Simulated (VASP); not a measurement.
Input of a VASP 6.6.1 run:

Contents of POSCAR:

```
Se
1.0
    4.3662000000      0.0000000000      0.0000000000
   -2.1831000000      3.7812401180      0.0000000000
    0.0000000000      0.0000000000      4.9536000000
Se
3
Direct
    0.7746000000      0.7746000000      0.0000000000
    0.0000000000      0.2254000000      0.6666666667
    0.2254000000      0.0000000000      0.3333333333
```

Contents of INCAR.step1:

```
PREC = Accurate
ENCUT = 520
EDIFF = 1E-5
ISMEAR = -1
SIGMA = 0.05
LREAL = False
LASPH = True
NELM = 80
ALGO = Normal
ISIF = 2
LWAVE = True
LCHARG = False
GGA = PE
NBANDS = 16
```

Contents of INCAR.step2:

```
PREC = Accurate
ENCUT = 520
EDIFF = 1E-6
ISMEAR = -1
SIGMA = 0.05
LREAL = False
LASPH = True
NELM = 80
ALGO = Normal
ISIF = 2
LWAVE = False
LCHARG = False
GGA = PE
LHFCALC = True
AEXX = 1.0
ALDAC = 0.0
AGGAC = 0.0
PRECFOCK = Normal
ISTART = 1
NBANDS = 16
```

File KPOINTS:

```
regular mesh
0
Gamma
  4 4 3
```

Potentials or basis: VASP PAW PBE potentials, release 64 (Se).

Launch:

```sh
$ cat potpaw_PBE.64/Se/POTCAR > POTCAR
$ cp INCAR.step1 INCAR
$ mpirun -np 1 vasp_std > vasp.out
$ cp INCAR.step2 INCAR
$ mpirun -np 1 vasp_std > vasp.out
```

Q: Estimate the band gap on the k mesh.

A: 8.51 eV, indirect (least direct gap 8.94 eV).

Q: Estimate the pressure.

A: 1.9 GPa.

Q: What does it give for the largest force?

A: 1.181 eV/Å.

Stress tensor (GPa, compression positive):
```
 3.29  0.00  0.00
 0.00  3.29  0.00
 0.00  0.00 -0.87
```

Caveat: the k points lie up to 0.42 Å⁻¹ apart; the PAW data sets were made with another functional, which shifts forces and pressure a little. A k mesh can miss the band edges.
